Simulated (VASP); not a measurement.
# Al2O3 (Pnnm) in VASP: notebook

Al2O3 is run at these levels: LDA; tasks: single point.

All numbers are computed with VASP 6.6.1; they aren't measurements. Logs are shortened: lines on timing, memory, paths and dates and some standing lists are left out, and cuts for length are marked.

### 1 The cell of the first run

The structure is orthorhombic, space group Pnnm (No. 58). Conventional cell: a = 4.409 Å, b = 9.190 Å, c = 3.213 Å, α = 90.00°, β = 90.00°, γ = 90.00°. Within 2.1 Å of Al (site symmetry m) lie 4 O at 1.60 to 1.86 Å. Within 2.3 Å of O (site symmetry m) lie 3 Al at 1.72 to 1.86 Å. O (site symmetry 2/m) has 2 Al at 1.60 Å within 2.1 Å.

### 2 Single point, LDA (strain -0.040 along x and y, +0.080 along z)

INCAR reads:

```
SYSTEM = Al2O3
ALGO = Normal
EDIFF = 1E-6
ENCUT = 520
ISIF = 2
ISMEAR = 0
LASPH = .True.
LCHARG = .False.
LREAL = .False.
LWAVE = .False.
NBANDS = 35
NELM = 80
PREC = Accurate
SIGMA = 0.05
```

KPOINTS reads:

```
k-points
0
Gamma
  6 4 8
  0 0 0
```

POSCAR reads:

```
Al2O3
1.0
    4.4088822837      0.0000000000      0.0000000000
    0.0000000000      9.1901962919      0.0000000000
    0.0000000000      0.0000000000      3.2125549357
Al O
4 6
Direct
    0.4138788494      0.3309999366      0.5000000000
    0.5861211506      0.6690000634      0.5000000000
    0.9138788494      0.1690000634      0.0000000000
    0.0861211506      0.8309999366      0.0000000000
    0.7315554251      0.2226862107      0.5000000000
    0.0000000000      0.0000000000      0.0000000000
    0.7684445749      0.7226862107      0.0000000000
    0.2315554251      0.2773137893      0.0000000000
    0.2684445749      0.7773137893      0.5000000000
    0.5000000000      0.5000000000      0.5000000000
```

Potentials or basis: VASP PAW LDA potentials, release 64 (Al, O).

The run is started by

```sh
cat potpaw_LDA.64/Al/POTCAR potpaw_LDA.64/O/POTCAR > POTCAR
mpirun -np 1 vasp_std > vasp.out
```

OUTCAR:

```text
SYSTEM = Al2O3
   EDIFF = 1E-6
   ENCUT = 520
   ISIF = 2
   ISMEAR = 0
   LASPH = .True.
   LREAL = .False.
   NELM = 80
   PREC = Accurate

 ion  position               nearest neighbor table
   1  0.414  0.331  0.500-  10 1.60   5 1.72   8 1.86   8 1.86   3 3.11   3 3.11   3 3.11   3 3.11
                             2 3.20
   2  0.586  0.669  0.500-  10 1.60   9 1.72   7 1.86   7 1.86   4 3.11   4 3.11   4 3.11   4 3.11
                             1 3.20
   3  0.914  0.169  0.000-   6 1.60   8 1.72   5 1.86   5 1.86   1 3.11   1 3.11   1 3.11   1 3.11
                             4 3.20
   4  0.086  0.831  0.000-   6 1.60   7 1.72   9 1.86   9 1.86   2 3.11   2 3.11   2 3.11   2 3.11
                             3 3.20
   5  0.732  0.223  0.500-   1 1.72   3 1.86   3 1.86
   6  0.000  0.000  0.000-   3 1.60   4 1.60
   7  0.768  0.723  0.000-   4 1.72   2 1.86   2 1.86
   8  0.232  0.277  0.000-   3 1.72   1 1.86   1 1.86
   9  0.268  0.777  0.500-   2 1.72   4 1.86   4 1.86
  10  0.500  0.500  0.500-   1 1.60   2 1.60

  LATTYP: Found a simple orthorhombic cell.
 ALAT       =     3.2125549357
 B/A-ratio  =     1.3723912499
 C/A-ratio  =     2.8607125717

  Lattice vectors:

 A1 = (   0.0000000000,   0.0000000000,   3.2125549357)
 A2 = (   4.4088822837,   0.0000000000,   0.0000000000)
 A3 = (   0.0000000000,   9.1901962919,   0.0000000000)

Analysis of symmetry for initial positions (statically):
=====================================================================
 Subroutine PRICEL returns:
 Original cell was already a primitive cell.

 Routine SETGRP: Setting up the symmetry group for a
 simple orthorhombic supercell.

 Subroutine GETGRP returns: Found  8 space group operations
 (whereof  4 operations were pure point group operations)
 out of a pool of  8 trial point group operations.

The static configuration has the point symmetry C_2h.
 The point group associated with its full space group is D_2h.

Analysis of symmetry for dynamics (positions and initial velocities):
=====================================================================
 Subroutine PRICEL returns:
 Original cell was already a primitive cell.

 Routine SETGRP: Setting up the symmetry group for a
 simple orthorhombic supercell.

 Subroutine GETGRP returns: Found  8 space group operations
 (whereof  4 operations were pure point group operations)
 out of a pool of  8 trial point group operations.

The dynamic configuration has the point symmetry C_2h.
 The point group associated with its full space group is D_2h.

 Subroutine INISYM returns: Found  8 space group operations
 (whereof  4 operations are pure point group operations),
 and found     1 'primitive' translations

----------------------------------------------------------------------------------------

                                     Primitive cell

  volume of cell :     130.1679

  direct lattice vectors                    reciprocal lattice vectors
     4.408882284  0.000000000  0.000000000     0.226814856  0.000000000  0.000000000
     0.000000000  9.190196292  0.000000000     0.000000000  0.108811604  0.000000000
     0.000000000  0.000000000  3.212554936     0.000000000  0.000000000  0.311278724

  length of vectors
     4.408882284  9.190196292  3.212554936     0.226814856  0.108811604  0.311278724

  position of ions in fractional coordinates (direct lattice)
     0.413878849  0.330999937  0.500000000
     0.586121151  0.669000063  0.500000000
     0.913878849  0.169000063  0.000000000
     0.086121151  0.830999937  0.000000000
     0.731555425  0.222686211  0.500000000
     0.000000000  0.000000000  0.000000000
     0.768444575  0.722686211  0.000000000
     0.231555425  0.277313789  0.000000000
     0.268444575  0.777313789  0.500000000
     0.500000000  0.500000000  0.500000000

  ion indices of the primitive-cell ions
   primitive index   ion index
                 1           1
                 2           2
                 3           3
                 4           4
                 5           5
                 6           6
                 7           7
                 8           8
                 9           9
                10          10

----------------------------------------------------------------------------------------

 KPOINTS: k-points

Automatic generation of k-mesh.
 Grid dimensions read from file:
 generate k-points for:    6    4    8

 Generating k-lattice:

  Cartesian coordinates                     Fractional coordinates (reciprocal lattice)
     0.037802476  0.000000000  0.000000000     0.166666667  0.000000000  0.000000000
     0.000000000  0.027202901  0.000000000     0.000000000  0.250000000  0.000000000
     0.000000000  0.000000000  0.038909840     0.000000000  0.000000000  0.125000000

  Length of vectors
     0.037802476  0.027202901  0.038909840

  Shift w.r.t. Gamma in fractional coordinates (k-lattice)
     0.000000000  0.000000000  0.000000000

 Subroutine IBZKPT returns following result:
 ===========================================

 Found     60 irreducible k-points:

 Following reciprocal coordinates:
            Coordinates               Weight
  0.000000  0.000000  0.000000      1.000000
  0.166667  0.000000  0.000000      2.000000
  0.333333  0.000000  0.000000      2.000000
  0.500000  0.000000  0.000000      1.000000
  0.000000  0.250000  0.000000      2.000000
  0.166667  0.250000  0.000000      4.000000
[... 16 lines left out ...]
  0.333333  0.500000  0.125000      4.000000
  0.500000  0.500000  0.125000      2.000000
 [... further k-points ...]
   k-points           NKPTS =     60   k-points in BZ     NKDIM =     60   number of bands    NBANDS=     35
   number of dos      NEDOS =    301   number of ions     NIONS =     10
   total plane-waves  NPLWV =  60480
   dimension x,y,z NGX =    36 NGY =   70 NGZ =   24
   dimension x,y,z NGXF=    72 NGYF=  140 NGZF=   48
   ions per type =               4   6
   NGX,Y,Z   is equivalent  to a cutoff of  13.57, 12.66, 12.42 a.u.
   NGXF,Y,Z  is equivalent  to a cutoff of  27.15, 25.33, 24.84 a.u.
 SYSTEM =  Al2O3
   PREC   = accura    normal or accurate (medium, high low for compatibility)
   ISTART =      0    job   : 0-new  1-cont  2-samecut
   ICHARG =      2    charge: 1-file 2-atom 10-const
   ISPIN  =      1    spin polarized calculation?
   LNONCOLLINEAR =      F non collinear calculations
   LSORBIT =      F    spin-orbit coupling
   LASPH  =      T    aspherical Exc in radial PAW
   ENCUT  =  520.0 eV  38.22 Ry    6.18 a.u.   8.20 17.09  5.97*2*pi/ulx,y,z
   NELM   =     80;   NELMIN=  2; NELMDL= -5     # of ELM steps
   EDIFF  = 0.1E-05   stopping-criterion for ELM
   LREAL  =      F    real-space projection
   EDIFFG = 0.1E-04   stopping-criterion for IOM
   NSW    =      0    number of steps for IOM
   IBRION =     -1    ionic relax: 0-MD 1-quasi-New 2-CG
   NFREE  =      0    steps in history (QN), initial steepest desc. (CG)
   ISIF   =      2    stress and relaxation
   ISYM   =      2    0-nonsym 1-usesym 2-fastsym
   POTIM  = 0.5000    time-step for ionic-motion
   TEBEG  =    0.0;   TEEND  =   0.0 temperature during run
   PSTRESS=    0.0 pullay stress
   NELECT =      48.0000    total number of electrons
   NUPDOWN=      -1.0000    fix difference up-down
   EMIN   =  10.00;   EMAX   =-10.00  energy-range for DOS
   EFERMI =   0.00;   METHOD = LEGACY
   ISMEAR =     0;   SIGMA  =   0.05  broadening in eV -4-tet -1-fermi 0-gaus
   EFERMI_NEDOS =   21; number of points for ismear=-14 and -15
   IALGO  =     38    algorithm
   IMIX   =      4    mixing-type and parameters
     AMIX     =   0.40;   BMIX     =  1.00
     AMIX_MAG =   1.60;   BMIX_MAG =  1.00
  volume/ion in A,a.u.               =      13.02        87.84
  Fermi-wavevector in a.u.,A,eV,Ry     =   1.173962  2.218466 18.751363  1.378186
  Thomas-Fermi vector in A             =   2.310366
   LORBIT       =      0    0 simple, 1 ext, 2 COOP (PROOUT), +10 PAW based schemes
   GGA     = CA    functional components
   LHFCALC =     F    Hartree Fock is set to
   AEXX    =    0.0000 exact exchange contribution
   IVDW    =     0    specifies the selected vdW correction
   LEPSILON=     F    determine dielectric tensor
   LRPA    =     F    only Hartree local field effects (RPA)
 non-spin polarized calculation
 Gauss-broadening in eV      SIGMA  =   0.05
  energy-cutoff  :      520.00
  volume of cell :      130.17
 maximum number of plane-waves:      3540
 NGX is ok and might be reduce to    36
   NGX = 17   NGY = 35   NGZ = 11

 number of electron      47.9999983 magnetization

 Free energy of the ion-electron system (eV)
  ---------------------------------------------------
  ext. energy  EPLUGINS =         0.00000000
  ---------------------------------------------------
  free energy    TOTEN  =       -79.83156682 eV

  energy without entropy =      -79.83156682  energy(sigma->0) =      -79.83156682

 E-fermi :   1.7973     XC(G=0):  -9.5974

 val. band max:        1.5407600123   @ k =   0.0000   0.0000   0.0000
 cond. band min:       5.3077053882   @ k =   0.0000   0.0000   0.0000
 fundamental gap:      3.7669453759
 Fermi energy:         1.7973279187

 k-point     1 :       0.0000    0.0000    0.0000
  band No.  band energies     occupation
      1     -16.6240      2.00000
      2     -16.4738      2.00000
      3     -15.1328      2.00000
      4     -15.1035      2.00000
      5     -14.5766      2.00000
      6     -14.3531      2.00000
[... 27 lines left out ...]
     34      13.4320      0.00000
     35      13.6217      0.00000

 k-point     2 :       0.1667    0.0000    0.0000
  band No.  band energies     occupation
      1     -16.5413      2.00000
      2     -16.3931      2.00000
      3     -15.2685      2.00000
      4     -15.2087      2.00000
      5     -14.5370      2.00000
      6     -14.3588      2.00000
[... 828 lines left out ...]
 k-point    24 :       0.5000    0.5000    0.1250
  band No.  band energies     occupation
      1     -15.9077      2.00000
      2     -15.9077      2.00000
      3     -15.7969      2.00000
      4     -15.7969      2.00000
      5     -14.4011      2.00000
      6     -14.4011      2.00000
[... 27 lines left out ...]
     34      13.1068      0.00000
     35      13.3229      0.00000

 [... further k-points ...]

------------------------ aborting loop because EDIFF is reached ----------------------------------------

  FORCE on cell =-STRESS in cart. coord.  units (eV):
  Direction    XX          YY          ZZ          XY          YZ          ZX
  --------------------------------------------------------------------------------------
  -------------------------------------------------------------------------------------
  Total        4.9496486     20.7859772    -14.5967981     -0.0000000      0.0000000      0.0000000
  in kB       60.9229742    255.8451417   -179.6653507     -0.0000000      0.0000000      0.0000000
  external PRESSURE =      45.7009217 kB  Pullay stress =       0.0000000 kB

 VOLUME and BASIS-vectors are now :
 -----------------------------------------------------------------------------
  energy-cutoff  :      520.00
  volume of cell :      130.17
      direct lattice vectors                 reciprocal lattice vectors
     4.408882284  0.000000000  0.000000000     0.226814856  0.000000000  0.000000000
     0.000000000  9.190196292  0.000000000     0.000000000  0.108811604  0.000000000
     0.000000000  0.000000000  3.212554936     0.000000000  0.000000000  0.311278724

 POSITION                                       TOTAL-FORCE (eV/Angst)
 -----------------------------------------------------------------------------------
      1.82474      3.04195      1.60628        -1.825486     -2.085595      0.000000
      2.58414      6.14824      1.60628         1.825486      2.085595     -0.000000
      4.02918      1.55314      0.00000        -1.825486      2.085595      0.000000
      0.37970      7.63705      0.00000         1.825486     -2.085595     -0.000000
      3.22534      2.04653      1.60628         1.342444     -1.091988     -0.000000
      0.00000      0.00000      0.00000        -0.000000      0.000000      0.000000
      3.38798      6.64163      0.00000        -1.342444     -1.091988      0.000000
      1.02090      2.54857      0.00000         1.342444      1.091988     -0.000000
      1.18354      7.14367      1.60628        -1.342444      1.091988      0.000000
      2.20444      4.59510      1.60628        -0.000000      0.000000      0.000000
 -----------------------------------------------------------------------------------
    total drift:                                0.000000     -0.000000      0.000000

  FREE ENERGIE OF THE ION-ELECTRON SYSTEM (eV)
  ---------------------------------------------------
  free  energy   TOTEN  =       -79.8315668235 eV

  energy  without entropy=      -79.8315668235  energy(sigma->0) =      -79.83156682
```

Wall time 94 s (1 thread of Intel Xeon 6975P-C (Granite Rapids), shared host); peak memory 0.31 GiB.

What came out:

- Free energy: -79.8316 eV
- Pressure: 4.6 GPa
- Largest force: 2.772 eV/Å
- Band gap on the k mesh: 3.77 eV

Forces on the atoms (eV/Å):
```
Al  -1.825 -2.086  0.000
Al   1.825  2.086  0.000
Al  -1.825  2.086  0.000
Al   1.825 -2.086  0.000
O    1.342 -1.092  0.000
O    0.000  0.000  0.000
O   -1.342 -1.092  0.000
O    1.342  1.092  0.000
O   -1.342  1.092  0.000
O    0.000  0.000  0.000
```

Stress tensor (GPa, compression positive):
```
  6.09   0.00   0.00
  0.00  25.58   0.00
  0.00   0.00 -17.97
```

Levels at points of the mesh, in eV from the valence-band top:
```tsv
k point	band 21	band 22	band 23	band 24	band 25	band 26	band 27	band 28
(0.00, 0.00, 0.00)	-0.88	-0.32	-0.20	0.00	3.77	5.33	5.96	6.51
(0.50, 0.00, 0.00)	-0.61	-0.61	-0.24	-0.24	6.28	6.28	6.71	6.71
(0.00, 0.50, 0.00)	-0.36	-0.36	-0.26	-0.26	4.42	4.42	6.23	6.23
(0.50, 0.50, 0.00)	-0.51	-0.51	-0.24	-0.24	6.27	6.27	6.61	6.61
(0.00, 0.00, 0.50)	-0.92	-0.92	-0.51	-0.51	7.71	7.71	7.73	7.73
(0.50, 0.00, 0.50)	-1.27	-1.27	-0.41	-0.41	7.74	7.74	8.82	8.82
(0.00, 0.50, 0.50)	-1.29	-1.29	-0.28	-0.28	7.44	7.44	8.03	8.03
(0.50, 0.50, 0.50)	-1.03	-1.03	-0.62	-0.62	7.82	7.82	8.77	8.77
```

Caveat: the cell differs from its parent crystal (strain -0.040 along x and y, +0.080 along z); the cell stands under pressure; forces of over 1 eV/Å act on the atoms, so gaps and moduli don't describe the material at rest.

### 3 Single point, LDA (strain +0.040 along x and y, -0.080 along z)

INCAR reads:

```
PREC     = Accurate       # precision mode
ENCUT    = 520            # plane-wave cutoff, eV
EDIFF    = 1E-6           # SCF threshold, eV
ISMEAR   = 0              # smearing method
SIGMA    = 0.05           # smearing width, eV
LREAL    = False          # projectors in reciprocal space
LASPH    = True           # aspherical terms in the spheres
NELM     = 100            # most SCF steps
ALGO     = Normal         # electronic algorithm
ISIF     = 2              # what is computed and relaxed
LWAVE    = False          # write WAVECAR
LCHARG   = False          # write CHGCAR
NBANDS   = 35             # bands
```

KPOINTS reads:

```
Automatic mesh
0
Gamma
  6 4 8
```

POSCAR, as its differences from that of step 2:

```diff
@@ -2,5 +2,5 @@
 1.0
-    4.4088822837      0.0000000000      0.0000000000
-    0.0000000000      9.1901962919      0.0000000000
-    0.0000000000      0.0000000000      3.2125549357
+    4.7762891407      0.0000000000      0.0000000000
+    0.0000000000      9.9560459829      0.0000000000
+    0.0000000000      0.0000000000      2.7366208711
 Al O
```

Potentials or basis: VASP PAW LDA potentials, release 64 (Al, O).

The run is started by

```sh
cat potpaw_LDA.64/Al/POTCAR potpaw_LDA.64/O/POTCAR > POTCAR
mpirun -np 1 vasp_std > vasp.out
```

Run time: 80 s. Hardware: 1 thread of Intel Xeon 6975P-C (Granite Rapids), shared host; peak memory 0.3 GiB.

The run converged. Its results:

```yaml
Free_energy: -79.7025 eV
Pressure: 3.4 GPa
Largest_force: 2.467 eV/Å
Band_gap_on_the_k_mesh: 2.53 eV
```

Forces on the atoms (eV/Å):
```
Al   1.724  1.764  0.000
Al  -1.724 -1.764  0.000
Al   1.724 -1.764  0.000
Al  -1.724  1.764  0.000
O   -1.440  1.102  0.000
O    0.000  0.000  0.000
O    1.440  1.102  0.000
O   -1.440 -1.102  0.000
O    1.440 -1.102  0.000
O    0.000  0.000  0.000
```

Stress tensor (GPa, compression positive):
```
 -1.90   0.00   0.00
  0.00 -16.71   0.00
  0.00   0.00  28.95
```

Levels at points of the mesh, in eV from the valence-band top:
| k point | band 22 | band 23 | band 24 | band 25 | band 26 | band 27 |
| --- | --- | --- | --- | --- | --- | --- |
| (0.00, 0.00, 0.00) | -1.48 | -0.03 | 0.00 | 2.53 | 4.62 | 5.26 |
| (0.50, 0.00, 0.00) | -1.93 | -0.01 | -0.01 | 4.85 | 4.85 | 5.97 |
| (0.00, 0.50, 0.00) | -1.78 | -0.01 | -0.01 | 3.31 | 3.31 | 6.10 |
| (0.50, 0.50, 0.00) | -1.86 | -0.01 | -0.01 | 4.76 | 4.76 | 5.70 |
| (0.00, 0.00, 0.50) | -2.67 | -1.26 | -1.26 | 5.37 | 5.37 | 6.43 |
| (0.50, 0.00, 0.50) | -2.68 | -1.32 | -1.32 | 5.21 | 5.21 | 6.90 |
| (0.00, 0.50, 0.50) | -2.69 | -1.23 | -1.23 | 5.28 | 5.28 | 6.68 |
| (0.50, 0.50, 0.50) | -2.75 | -1.35 | -1.35 | 5.37 | 5.37 | 6.65 |

Caveat: the cell differs from its parent crystal (strain +0.040 along x and y, -0.080 along z); the cell stands under pressure; forces of over 1 eV/Å act on the atoms, so gaps and moduli don't describe the material at rest. A k mesh can miss the band edges.

(Part 1 of 2 ends here.)
